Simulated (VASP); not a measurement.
# SiO2 (I-42d) in VASP: a series of runs

The runs below take SiO2 through relaxation of shape and atoms at fixed volume, relaxation of cell and atoms, with PBE.

Everything below comes from runs of VASP 6.6.1. Logs are shortened: lines on timing, memory, paths and dates and some standing lists are left out, and cuts for length are marked.

**1. The cell of the first run**

The structure is tetragonal, space group I-42d (No. 122). Conventional cell: a = 5.221 Å, b = 5.221 Å, c = 7.525 Å, α = 90.00°, β = 90.00°, γ = 90.00°. Si (site symmetry -4) has 4 O at 1.65 Å within 2.2 Å. Within 2.2 Å of O (site symmetry 2) lie 2 Si at 1.65 Å.

**2. Relaxation of shape and atoms at fixed volume, PBE (17.10 Å³/atom)**

INCAR

```
SYSTEM = SiO2
PREC = Accurate ; ENCUT = 600
EDIFF = 1E-6 ; ISMEAR = 0
SIGMA = 0.02 ; LREAL = .False.
LASPH = .True. ; NELM = 100
ALGO = Normal ; ISIF = 4
LWAVE = .False. ; LCHARG = .False.
GGA = PE ; IBRION = 2
NSW = 50 ; EDIFFG = -0.01
```

KPOINTS

```
Automatic mesh
0
Gamma
  6 6 6
  0 0 0
```

POSCAR

```
SiO2
1.0
   -2.6106779396      2.6106779396      3.7626328568
    2.6106779396     -2.6106779396      3.7626328568
    2.6106779396      2.6106779396     -3.7626328568
Si O
2 4
Direct
    0.0000000000      0.0000000000      0.0000000000
    0.7500000000      0.2500000000      0.5000000000
    0.9417960381      0.6250000000      0.8167960381
    0.3750000000      0.1917960381      0.3167960381
    0.8082039619      0.1250000000      0.1832039619
    0.8750000000      0.0582039619      0.6832039619
```

Potentials or basis: VASP PAW PBE potentials, release 64 (Si, O).

Run with:

```sh
cat potpaw_PBE.64/Si/POTCAR potpaw_PBE.64/O/POTCAR > POTCAR
mpirun -np 1 vasp_std > vasp.out
```

OUTCAR:

```text
SYSTEM = SiO2
   PREC = Accurate
   ENCUT = 600
   EDIFF = 1E-6
   ISMEAR = 0
   LREAL = .False.
   LASPH = .True.
   NELM = 100
   ISIF = 4
   GGA = PE
   IBRION = 2
   NSW = 50
   EDIFFG = -0.01

 ion  position               nearest neighbor table
   1  0.000  0.000  0.000-   3 1.65   4 1.65   5 1.65   6 1.65
   2  0.750  0.250  0.500-   3 1.65   4 1.65   5 1.65   6 1.65
   3  0.942  0.625  0.817-   1 1.65   2 1.65
   4  0.375  0.192  0.317-   1 1.65   2 1.65
   5  0.808  0.125  0.183-   1 1.65   2 1.65
   6  0.875  0.058  0.683-   1 1.65   2 1.65

  LATTYP: Found a body centered tetragonal cell.
 ALAT       =     5.2213558792
 C/A-ratio  =     1.4412474246

  Lattice vectors:

 A1 = (  -2.6106779396,   2.6106779396,   3.7626328568)
 A2 = (   2.6106779396,  -2.6106779396,   3.7626328568)
 A3 = (   2.6106779396,   2.6106779396,  -3.7626328568)

Analysis of symmetry for initial positions (statically):
=====================================================================
 Subroutine PRICEL returns:
 Original cell was already a primitive cell.

 Routine SETGRP: Setting up the symmetry group for a
 body centered tetragonal supercell.

 Subroutine GETGRP returns: Found  8 space group operations
 (whereof  4 operations were pure point group operations)
 out of a pool of 16 trial point group operations.

The static configuration has the point symmetry S_4 .
 The point group associated with its full space group is D_2d.

Analysis of symmetry for dynamics (positions and initial velocities):
=====================================================================
 Subroutine PRICEL returns:
 Original cell was already a primitive cell.

 Routine SETGRP: Setting up the symmetry group for a
 body centered tetragonal supercell.

 Subroutine GETGRP returns: Found  8 space group operations
 (whereof  4 operations were pure point group operations)
 out of a pool of 16 trial point group operations.

The dynamic configuration has the point symmetry S_4 .
 The point group associated with its full space group is D_2d.

 Subroutine INISYM returns: Found  8 space group operations
 (whereof  4 operations are pure point group operations),
 and found     1 'primitive' translations

----------------------------------------------------------------------------------------

                                     Primitive cell

[... 99 lines left out ...]
   LREAL  =      F    real-space projection
   EDIFFG = -.1E-01   stopping-criterion for IOM
   NSW    =     50    number of steps for IOM
   IBRION =      2    ionic relax: 0-MD 1-quasi-New 2-CG
   NFREE  =      1    steps in history (QN), initial steepest desc. (CG)
   ISIF   =      4    stress and relaxation
   ISYM   =      2    0-nonsym 1-usesym 2-fastsym
   POTIM  = 0.5000    time-step for ionic-motion
   TEBEG  =    0.0;   TEEND  =   0.0 temperature during run
   PSTRESS=    0.0 pullay stress
   NELECT =      32.0000    total number of electrons
   NUPDOWN=      -1.0000    fix difference up-down
   EMIN   =  10.00;   EMAX   =-10.00  energy-range for DOS
   EFERMI =   0.00;   METHOD = LEGACY
   ISMEAR =     0;   SIGMA  =   0.02  broadening in eV -4-tet -1-fermi 0-gaus
   EFERMI_NEDOS =   21; number of points for ismear=-14 and -15
   IALGO  =     38    algorithm
   IMIX   =      4    mixing-type and parameters
     AMIX     =   0.40;   BMIX     =  1.00
     AMIX_MAG =   1.60;   BMIX_MAG =  1.00
  volume/ion in A,a.u.               =      17.10       115.37
  Fermi-wavevector in a.u.,A,eV,Ry     =   1.110296  2.098155 16.772673  1.232757
  Thomas-Fermi vector in A             =   2.246846
   LORBIT       =      0    0 simple, 1 ext, 2 COOP (PROOUT), +10 PAW based schemes
   GGA     = PE    functional components
   LHFCALC =     F    Hartree Fock is set to
   AEXX    =    0.0000 exact exchange contribution
   IVDW    =     0    specifies the selected vdW correction
   LEPSILON=     F    determine dielectric tensor
   LRPA    =     F    only Hartree local field effects (RPA)
 conjugate gradient relaxation of ions
 non-spin polarized calculation
 Gauss-broadening in eV      SIGMA  =   0.02
  energy-cutoff  :      600.00
  volume of cell :      102.58
 maximum number of plane-waves:      3447
   NGX = 21   NGY = 21   NGZ = 21

--------------------------------------- Ionic step        1  -------------------------------------------

 number of electron      32.0000000 magnetization

 Free energy of the ion-electron system (eV)
  ---------------------------------------------------
  ext. energy  EPLUGINS =         0.00000000
  ---------------------------------------------------
  free energy    TOTEN  =       -47.40968920 eV

  energy without entropy =      -47.40968920  energy(sigma->0) =      -47.40968920

------------------------ aborting loop because EDIFF is reached ----------------------------------------

  FORCE on cell =-STRESS in cart. coord.  units (eV):
  Direction    XX          YY          ZZ          XY          YZ          ZX
  --------------------------------------------------------------------------------------
  -------------------------------------------------------------------------------------
  Total       -4.0936680     -4.0936680     -4.0933453      0.0000000      0.0000000      0.0000000
  in kB      -63.9388416    -63.9388416    -63.9338021      0.0000000      0.0000000      0.0000000
  external PRESSURE =     -63.9371618 kB  Pullay stress =       0.0000000 kB
[... 267 lines left out ...]
--------------------------------------- Ionic step        8  -------------------------------------------

 number of electron      31.9999997 magnetization

 Free energy of the ion-electron system (eV)
  ---------------------------------------------------
  ext. energy  EPLUGINS =         0.00000000
  ---------------------------------------------------
  free energy    TOTEN  =       -47.46302020 eV

  energy without entropy =      -47.46302020  energy(sigma->0) =      -47.46302020

 E-fermi :  -0.9285     XC(G=0):  -7.5031

 val. band max:       -1.0098880720   @ k =   0.0000   0.0000   0.0000
 cond. band min:       4.3915831440   @ k =   0.0000   0.0000   0.0000
 fundamental gap:      5.4014712160
 Fermi energy:        -0.9284761566

 k-point     1 :       0.0000    0.0000    0.0000
  band No.  band energies     occupation
      1     -20.2042      2.00000
      2     -18.2631      2.00000
      3     -18.2631      2.00000
      4     -18.2466      2.00000
      5     -10.7984      2.00000
      6      -6.7666      2.00000
[... 541 lines left out ...]
     19       8.0995      0.00000
     20       8.7946      0.00000

 [... further k-points ...]
[... 5 lines left out ...]
  --------------------------------------------------------------------------------------
  -------------------------------------------------------------------------------------
  Total       -1.4194463     -1.4194463     -1.4160424      0.0000000      0.0000000      0.0000000
  in kB      -22.1702761    -22.1702761    -22.1171119      0.0000000      0.0000000      0.0000000
  external PRESSURE =     -22.1525547 kB  Pullay stress =       0.0000000 kB
[... 21 lines left out ...]
  FREE ENERGIE OF THE ION-ELECTRON SYSTEM (eV)
  ---------------------------------------------------
  free  energy   TOTEN  =       -47.4630202016 eV

  energy  without entropy=      -47.4630202016  energy(sigma->0) =      -47.46302020

 reached required accuracy - stopping structural energy minimisation
```

Wall time 8.9 min (1 thread of Intel Xeon 8259CL, shared host); peak memory 0.29 GiB.

Results:

- Free energy: -47.4630 eV
- Energy gained by relaxing: 8.9 meV/atom
- Ionic steps: 8
- Pressure after relaxing: -2.2 GPa
- Largest force after relaxing: 0.004 eV/Å
- Band gap on the k mesh: 5.40 eV

Forces in eV/Å, atoms in the order of the input:
```
Si   0.000  0.000  0.000
Si   0.000  0.000  0.000
O    0.000 -0.004  0.000
O   -0.004  0.000  0.000
O    0.000  0.004  0.000
O    0.004  0.000  0.000
```

The path:
| step | energy change (eV) | largest force (eV/Å) | pressure (GPa) | volume (Å³) |
| --- | --- | --- | --- | --- |
| 1 | 0.0000 | 0.2624 | -6.39 | 102.58 |
| 2 | -0.0123 | 0.2244 | -5.89 | 102.58 |
| 3 | -0.0379 | 0.1192 | -4.42 | 102.58 |
| 4 | -0.0514 | 0.0151 | -1.87 | 102.58 |
| 5 | -0.0518 | 0.0063 | -2.13 | 102.58 |
| 6 | -0.0518 | 0.0029 | -2.31 | 102.58 |
| 7 | -0.0532 | 0.0042 | -2.24 | 102.58 |
| 8 | -0.0533 | 0.0042 | -2.22 | 102.58 |

Final structure:
```
CELL_PARAMETERS angstrom
-2.62037 2.62037 3.73486
2.62037 -2.62037 3.73486
2.62037 2.62037 -3.73486
ATOMIC_POSITIONS crystal
Si 0.00000 0.00000 0.00000
Si 0.75000 0.25000 0.50000
O 0.91974 0.62500 0.79474
O 0.37500 0.16974 0.29474
O 0.83026 0.12500 0.20526
O 0.87500 0.08026 0.70526
```

Levels at points of the mesh, in eV from the valence-band top:
```tsv
k point	band 12	band 13	band 14	band 15	band 16	band 17	band 18	band 19	band 20
(0.00, 0.00, 0.00)	-1.88	-1.87	-0.19	0.00	0.00	5.40	8.58	8.80	8.95
(0.50, 0.00, 0.00)	-1.82	-1.78	-0.91	-0.83	-0.03	7.44	8.25	8.81	9.97
(0.50, 0.50, 0.00)	-2.28	-1.25	-1.25	-0.55	-0.55	8.33	8.33	10.07	10.07
(0.50, 0.50, 0.50)	-2.28	-1.37	-1.37	-0.56	-0.56	8.30	8.30	10.40	10.40
```

A k mesh can miss the band edges.

**3. Relaxation of cell and atoms, PBE**

This run uses another cell than the first one, of 14.07 Å³/atom.

INCAR

```
  PREC = Accurate
  ENCUT = 600
  EDIFF = 1E-6
  ISMEAR = 0
  SIGMA = 0.02
  LREAL = F
  LASPH = T
  NELM = 60
  ALGO = Normal
  ISIF = 3
  LWAVE = F
  LCHARG = F
  GGA = PE
  IBRION = 2
  NSW = 100
  EDIFFG = -0.01
```

KPOINTS

```
regular mesh
0
Gamma
  8 8 8
```

POSCAR

```
SiO2
1.0
   -2.3740499000      2.3740499000      3.7439999600
    2.3740499000     -2.3740499000      3.7439999600
    2.3740499000      2.3740499000     -3.7439999600
Si O
2 4
Direct
    0.0000000000      0.0000000000      0.0000000000
    0.7500000000      0.2500000000      0.5000000000
    0.9983800100      0.6250000000      0.8733800100
    0.3750000000      0.2483800100      0.3733800100
    0.7516199900      0.1250000000      0.1266199900
    0.8750000000      0.0016199900      0.6266199900
```

Potentials or basis: VASP PAW PBE potentials, release 64 (Si, O).

Run with:

```sh
cat potpaw_PBE.64/Si/POTCAR potpaw_PBE.64/O/POTCAR > POTCAR
mpirun -np 1 vasp_std > vasp.out
```

It took 24 min on 1 thread of Intel Xeon 8259CL, shared host; peak memory 0.31 GiB.

Results (log left out):

| Item | Value |
| --- | --- |
| Free energy | -47.4909 eV |
| Relaxed volume | 15.58 Å³/atom |
| Relaxed cell | a = 5.126 Å, b = 5.126 Å, c = 5.126 Å, α = 121.18°, β = 121.18°, γ = 87.97° |
| Space group after relaxing (to 0.1 Å) | I-42d (No. 122) |
| Energy gained by relaxing | 14.1 meV/atom |
| Ionic steps | 16 |
| Pressure after relaxing | 0.0 GPa |
| Band gap on the k mesh | 5.73 eV |

The path:
```csv
step,energy change (eV),largest force (eV/Å),pressure (GPa),volume (Å³)
1,0.0000,0.1282,3.44,84.41
2,0.0092,0.4607,-3.99,88.15
3,-0.0193,0.1464,-0.08,86.07
4,-0.0267,0.1446,-0.06,86.35
5,-0.0439,0.1423,0.03,87.17
6,-0.0559,0.1346,0.08,88.73
7,-0.0665,0.0466,0.79,89.46
8,-0.0734,0.0646,1.76,90.55
9,-0.0775,0.0380,1.25,91.13
10,-0.0831,0.0431,-0.25,92.87
11,-0.0831,0.0472,-0.39,93.00
12,-0.0831,0.0460,-0.36,92.95
13,-0.0835,0.0391,-0.32,93.09
14,-0.0842,0.0226,-0.27,93.48
15,-0.0843,0.0161,-0.24,93.67
16,-0.0844,0.0003,0.03,93.46
```

Final structure:
```yaml
crystal:
  lattice:
    - [-2.51709, 2.51709, 3.68792]
    - [2.51709, -2.51709, 3.68792]
    - [2.51709, 2.51709, -3.68792]
  atoms:
    - { symbol: Si, position: [0.00000, 0.00000, 0.00000] }
    - { symbol: Si, position: [0.75000, 0.25000, 0.50000] }
    - { symbol: O, position: [0.96573, 0.62500, 0.84073] }
    - { symbol: O, position: [0.37500, 0.21573, 0.34073] }
    - { symbol: O, position: [0.78427, 0.12500, 0.15927] }
    - { symbol: O, position: [0.87500, 0.03427, 0.65927] }
```

Levels at points of the mesh, in eV from the valence-band top:
| k point | band 14 | band 15 | band 16 | band 17 | band 18 | band 19 |
| --- | --- | --- | --- | --- | --- | --- |
| (0.00, 0.00, 0.00) | -0.63 | 0.00 | 0.00 | 5.73 | 8.72 | 10.18 |
| (0.50, 0.00, 0.00) | -0.80 | -0.52 | -0.13 | 7.92 | 8.81 | 9.56 |
| (0.50, 0.50, 0.00) | -0.99 | -0.36 | -0.36 | 8.89 | 8.89 | 10.02 |
| (0.50, 0.50, 0.50) | -1.43 | -0.35 | -0.35 | 8.72 | 8.72 | 10.21 |

A k mesh can miss the band edges. Zero-point motion and thermal expansion aren't in these numbers.
